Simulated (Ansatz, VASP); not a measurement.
## Two plane-wave programs on Ta

File INCAR:

```
SYSTEM = Ta
ALGO = Fast
EDIFF = 1E-6
ENCUT = 520
GGA = PS
ISIF = 2
ISMEAR = 0
LASPH = .TRUE.
LCHARG = .FALSE.
LREAL = .FALSE.
LWAVE = .FALSE.
NBANDS = 12
NELM = 80
PREC = Accurate
SIGMA = 0.15
```

File KPOINTS:

```
k-points
0
G
  22 22 22
  0 0 0
```

POSCAR

```
Ta
1.0
   -1.7006927235      1.7006927235      1.4646365735
    1.7006927235     -1.7006927235      1.4646365735
    1.7006927235      1.7006927235     -1.4646365735
Ta
1
Direct
    0.0000000000      0.0000000000      0.0000000000
```

Input for Ansatz:

```yaml
crystal:
  lattice:
    - [-1.7006927235, 1.7006927235, 1.4646365735]
    - [1.7006927235, -1.7006927235, 1.4646365735]
    - [1.7006927235, 1.7006927235, -1.4646365735]
  atoms:
    - { symbol: Ta, position: [0.0, 0.0, 0.0] }
basis:
  ecutwfc: 420
kpoints:
  mp_grid: { grid: [22, 22, 22] }
hamiltonian:
  xc: pbesol
  pseudopotentials: { kind: paw, azcp: { folder: soft_1 } }
scf:
  occupations: { method: gaussian, width: 0.15 }
output:
  forces: true
  stress: true
  eigenvalues: true
```

Alike in both runs: task single point; functional PBEsol; k mesh 22 × 22 × 22; occupations gaussian, width 0.15 eV; no spin polarisation.

|  | VASP | Ansatz |
| --- | --- | --- |
| version | VASP 6.6.1 | Ansatz 0.2.0 |
| potentials or method | VASP PAW PBE potentials, release 64 (Ta_pv), cutoff 520 eV | scalar-relativistic, plane waves, PAW |
| valence electrons in the cell | 11 | 13 |

Ansatz gave:

```
gap on the k mesh at the Fermi level (eV)                     : none
pressure (GPa)                                                : 11.6
traceless stress, the component that is largest in VASP (GPa) : 10.40
```

Task: Which values does VASP return?

Result: gap on the k mesh at the Fermi level (eV): none; pressure (GPa): 11.9; traceless stress, the component that is largest in VASP (GPa): 10.42.

VASP's potentials were made for PBE, not for PBEsol, and Ansatz warns of the same on its side. A gap of «none» marks a metal or a gap that the smearing closes. With one functional, cell and mesh, what is left measures potentials, basis and numerics. VASP's potentials hold 11 valence electrons a cell and Ansatz's 13, so a difference there can come from the potentials and not from the codes.

Neither program's run includes spin-orbit coupling.
